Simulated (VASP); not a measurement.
## As3P: density of states with LDA

As3P, a sheet with vacuum:

```
P As
1.0
     3.49516    0.00000    0.00000
    -1.74758    3.02690    0.00000
     0.00000    0.00000   36.98688
P As
1 3
Direct
  0.00000 0.00000 0.18140
  0.33333 0.66667 0.21673
  0.33333 0.66667 0.32167
  0.00000 0.00000 0.36005
```

```
Program                 : VASP 6.6.1
Task                    : density of states
Functional              : LDA
Potentials or basis     : VASP PAW LDA potentials, release 64 (P, As)
Cutoff                  : 520 eV
k mesh                  : 12 × 12 × 1
Occupations             : gaussian, width 0.02 eV
Spin                    : no spin polarisation
Dipole correction       : yes
k mesh for the DOS      : 18 × 18 × 1
Occupations for the DOS : tetrahedron
Further INCAR settings  : ALGO = Normal; EDIFF = 1e-06
```

- Valence electrons inside the program's atomic spheres: P 2.43; As 2.73, 2.75

Levels at points of the mesh, in eV from the valence-band top:
```tsv
k point	band 8	band 9	band 10	band 11	band 12	band 13
(0.00, 0.00, 0.00)	-0.47	0.00	0.00	1.72	2.27	3.02
(0.50, 0.00, 0.00)	-2.23	-2.08	-1.79	1.30	1.78	2.25
```

Run time: 4.6 min on 1 thread of Intel(R) Xeon(R) Platinum 8375C CPU @ 2.90GHz (Ice Lake), on a shared host, peak memory 0.46 GiB.
